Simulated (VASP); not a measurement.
**Pt: single point with r2SCAN**

The system is Pt.

```
Pt
1.0
     2.74313    0.00000    0.00000
    -1.37156    2.37562    0.00000
     0.00000    0.00000    4.72559
Pt
2
Cartesian
  0.0000 1.5837 1.1814
  1.3716 0.7919 3.5442
```

- Program: VASP 6.6.1
- Task: single point
- Functional: r2SCAN
- Potentials or basis: VASP PAW PBE potentials, release 64 (Pt_sv_GW)
- Cutoff: 550 eV
- k mesh: 8 × 8 × 5
- Occupations: fermi-dirac, width 0.05 eV
- Spin: no spin polarisation
- Dipole correction: no
- Second run: valence_matched
- Further INCAR settings: ALGO = Normal; EDIFF = 1e-06; NBANDS = 25

* Pressure: -2.1 GPa
* Band gap on the k mesh: zero (band 18 reaches 10.59 eV, above the bottom of band 19 at 9.32 eV)

Stress tensor (GPa, compression positive):
```
-2.12  0.00  0.00
 0.00 -2.12  0.00
 0.00  0.00 -1.98
```

Levels at points of the mesh, in eV from the Fermi level:
```
           k point  band 14  band 15  band 16  band 17  band 18  band 19  band 20  band 21  band 22  band 23
(0.00, 0.00, 0.00)    -3.23    -3.23    -2.00    -2.00    -0.52    -0.25    -0.25     5.27    15.94    16.65
(0.50, 0.00, 0.00)    -3.06    -2.67     0.01     0.33     0.56     2.53     4.10     7.90     9.53    10.38
```

Wall time 41 s on 1 thread of Intel(R) Xeon(R) 6975P-C (Granite Rapids), on a shared host, peak memory 0.17 GiB.

Caveat: the PAW data sets were made with another functional, which shifts forces and pressure a little; spin-orbit coupling is left out, which moves the levels of the heavy elements.
